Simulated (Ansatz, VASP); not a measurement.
**TiO2 in VASP and in Ansatz**

```
Ti O
1.0
     2.98939    0.00000    0.00000
    -1.49469    2.58889    0.00000
     0.00000    0.00000    5.49315
Ti O
1 2
Direct
  0.00000 0.00000 0.00000
  0.33333 0.66667 0.17566
  0.66667 0.33333 0.82434
```

Alike in both runs: functional PBE; k mesh 13 × 13 × 7; occupations fermi-dirac, width 0.05 eV; no spin polarisation.

Ansatz relaxed the structure, and its values are those at the end. VASP's run is a single point on that final structure, the one shown.

|  | VASP | Ansatz |
| --- | --- | --- |
| version | VASP 6.6.1 | Ansatz 0.2.0 |
| potentials or method | VASP PAW PBE potentials, release 64 (Ti_sv, O) | PAW with Ansatz's default frozen-core files, scalar-relativistic |
| plane-wave cutoff (eV) | 520 | 420 |
| valence electrons in the cell | 24 | 24 |

|  | VASP | Ansatz | Ansatz less VASP |
| --- | --- | --- | --- |
| gap on the k mesh at the Fermi level (eV) | 2.63 | 2.66 | +0.025 |
| pressure (GPa) | 0.6 | 0.0 | -0.55 |
| rms of the force components (eV/Å) | 0.028 | 0.000 | -0.0275 |

With one functional, cell and mesh, what is left measures potentials, basis and numerics.
